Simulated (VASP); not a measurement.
Crystal: Sr3Zn2As4.

```xyz
9
Lattice="0.0000 4.3768 0.0000 8.2316 -2.1884 0.0000 2.7641 0.0000 -6.4658" Properties=species:S:1:pos:R:3 pbc="T T T"
Sr    3.5227    0.0000   -2.7063
Sr    7.4731    2.1884   -3.7595
Sr    0.0000    0.0000    0.0000
Zn    8.0692    0.0000   -6.2292
Zn    2.9266    2.1884   -0.2366
As    5.6993    0.0000   -5.3838
As    5.2965    2.1884   -1.0819
As    9.9286    0.0000   -4.3949
As    1.0672    2.1884   -2.0709
```

- Program: VASP 6.6.1
- Task: relaxation of cell and atoms
- Functional: PBE
- Potentials or basis: VASP PAW PBE potentials, release 64 (Sr_sv, Zn, As)
- Cutoff: 500 eV
- k mesh: 4 × 4 × 4
- Occupations: fermi-dirac, width 0.1 eV
- Spin: no spin polarisation
- Hubbard terms: As p U = 3.38 eV

At the start: pressure 1.8 GPa; volume 25.88 Å³/atom.

Task: How do energy, volume and symmetry change on relaxing?

Result: Over 14 steps the energy falls by 31.0 meV/atom and the volume is 26.10 Å³/atom (+0.9 %); space group C2/m (No. 12, to 0.1 Å) before and after.

The path:
| step | energy change (eV) | largest force (eV/Å) | pressure (GPa) | volume (Å³) |
| --- | --- | --- | --- | --- |
| 1 | 0.0000 | 1.3809 | 1.81 | 232.95 |
| 2 | -0.1853 | 0.4347 | -0.80 | 242.96 |
| 3 | -0.1855 | 0.4474 | -0.73 | 242.64 |
| 4 | -0.2242 | 0.3596 | -0.34 | 239.50 |
| 5 | -0.2542 | 0.2431 | 0.59 | 233.04 |
| 6 | -0.2712 | 0.1124 | 0.02 | 234.84 |
| 7 | -0.2712 | 0.1139 | -0.01 | 234.96 |
| 8 | -0.2747 | 0.0788 | 0.03 | 234.92 |
| 9 | -0.2757 | 0.0823 | 0.07 | 234.88 |
| 10 | -0.2773 | 0.0333 | -0.06 | 235.46 |
| 11 | -0.2775 | 0.0327 | -0.11 | 235.73 |
| 12 | -0.2782 | 0.0303 | 0.03 | 234.95 |
| 13 | -0.2782 | 0.0316 | 0.06 | 234.84 |
| 14 | -0.2787 | 0.0159 | 0.02 | 234.94 |

Final structure:
```xyz
9
Lattice="0.0000 4.3988 0.0000 8.1631 -2.1994 0.0253 2.7200 0.0000 -6.5343" Properties=species:S:1:pos:R:3 pbc="T T T"
Sr    3.4519    0.0000   -2.6967
Sr    7.4312    2.1994   -3.8122
Sr    0.0000    0.0000    0.0000
Zn    8.0114    0.0000   -6.3100
Zn    2.8718    2.1994   -0.1990
As    5.5760    0.0000   -5.2879
As    5.3072    2.1994   -1.2210
As    9.9304    0.0000   -4.4679
As    0.9527    2.1994   -2.0410
```

Caveat: the U is typed as a test and isn't derived for this compound.
